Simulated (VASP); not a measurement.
# CoO: single point with PBEsol+U

Crystal: CoO.

```
Co O
1.0
     1.60222    0.92504    5.13294
    -1.60222    0.92504    5.13294
     0.00000   -1.85008    5.13294
Co O
2 2
Direct
  0.99206 0.97628 0.07900
  0.54927 0.48757 0.42578
  0.40400 0.37922 0.35300
  0.92549 0.89054 0.82856
```

```yaml
Program: VASP 6.6.1
Task: single point
Functional: PBEsol
Potentials_or_basis: VASP PAW PBE potentials, release 64 (Co, O)
Cutoff: 520 eV
k_mesh: 5 × 5 × 5
Occupations: fermi-dirac, width 0.05 eV
Spin: collinear spin, ferromagnetic start
Starting_moments: "[1.8, 1.8, 0.0, 0.0] μB"
Hubbard_terms: Co d U = 3.0 eV
Dipole_correction: no
Further_INCAR_settings: ALGO = Normal; EDIFF = 1e-06; NBANDS = 27
```

```
Pressure                                              : 9.0 GPa
Largest force                                         : 6.338 eV/Å
Band gap on the k mesh                                : 0.24 eV, indirect (least direct gap 0.28 eV)
Net moment                                            : 5.99 μB per cell
Site moments                                          : Co +2.60, +2.71; O +0.26, +0.29 μB
Valence electrons inside the program's atomic spheres : Co 8.16, 8.13; O 5.11, 4.92
```

Forces in eV/Å, atoms in the order of the input:
```
Co   0.038  1.866 -2.450
Co   0.507  0.484  6.299
O   -0.434 -1.921 -3.569
O   -0.112 -0.430 -0.280
```

Stress tensor (GPa, compression positive):
```
13.29  1.08  1.48
 1.08 -6.13 -1.28
 1.48 -1.28 19.87
```

Levels at points of the mesh, in eV from the valence-band top:
Spin up:
| k point | band 14 | band 15 | band 16 | band 17 | band 18 | band 19 | band 20 | band 21 | band 22 | band 23 |
| --- | --- | --- | --- | --- | --- | --- | --- | --- | --- | --- |
| (0.00, 0.00, 0.00) | -1.46 | -1.24 | -0.66 | -0.30 | 0.00 | 0.80 | 5.94 | 7.41 | 12.82 | 13.43 |
Spin down:
| k point | band 8 | band 9 | band 10 | band 11 | band 12 | band 13 | band 14 | band 15 | band 16 | band 17 |
| --- | --- | --- | --- | --- | --- | --- | --- | --- | --- | --- |
| (0.00, 0.00, 0.00) | -2.80 | -1.63 | -1.44 | -1.21 | -0.81 | 0.28 | 1.64 | 2.04 | 2.19 | 3.04 |

Eigenvalues of the final occupation matrices:
```
    site  spin  trace               eigenvalues
site 1 d     1   4.91  0.96 0.97 0.98 0.99 1.00
site 1 d     2   2.39  0.12 0.15 0.32 0.88 0.92
site 2 d     1   4.93  0.97 0.97 0.99 1.00 1.00
site 2 d     2   2.29  0.10 0.22 0.24 0.78 0.94
```

It took 22 min on 1 thread of AMD EPYC 7R13 Processor (Zen 3) (shared host), peak memory 0.35 GiB.

Caveat: the k points lie up to 0.46 Å⁻¹ apart; the PAW data sets were made with another functional, which shifts forces and pressure a little. A k mesh can miss the band edges.
